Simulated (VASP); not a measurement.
Here is a VASP 6.6.1 calculation.

The input POSCAR:

```
Ir
1.0
    0.0000000000      1.9228496764      1.9228496764
    1.9228496764      0.0000000000      1.9228496764
    1.9228496764      1.9228496764      0.0000000000
Ir
1
Direct
    0.0000000000      0.0000000000      0.0000000000
```

File INCAR.step1:

```
  PREC = Accurate
  ENCUT = 520
  ISMEAR = 1
  SIGMA = 0.6
  LREAL = False
  LASPH = True
  NELM = 80
  NBANDS = 10
  GGA = PE
  ALGO = Normal
  EDIFF = 1E-4
  LWAVE = True
  LCHARG = False
```

The input INCAR.step2:

```
  PREC = Accurate
  ENCUT = 520
  EDIFF = 1E-6
  ISMEAR = 1
  SIGMA = 0.6
  LREAL = False
  LASPH = True
  NELM = 80
  ALGO = Normal
  ISIF = 2
  LWAVE = False
  LCHARG = False
  METAGGA = R2SCAN
  LMIXTAU = True
  NBANDS = 10
  ISTART = 1
```

KPOINTS

```
Automatic mesh
0
Gamma
  14 14 14
```

Potentials or basis: VASP PAW PBE potentials, release 64 (Ir).

The run is started by

```bash
$ cat potpaw_PBE.64/Ir/POTCAR > POTCAR
$ cp INCAR.step1 INCAR
$ mpirun -np 1 vasp_std > vasp.out
$ cp INCAR.step2 INCAR
$ mpirun -np 1 vasp_std > vasp.out
```

**Question.** Predict the pressure.

**Answer.** 2.1 GPa.

Caveat: the PAW data sets were made with another functional, which shifts forces and pressure a little.
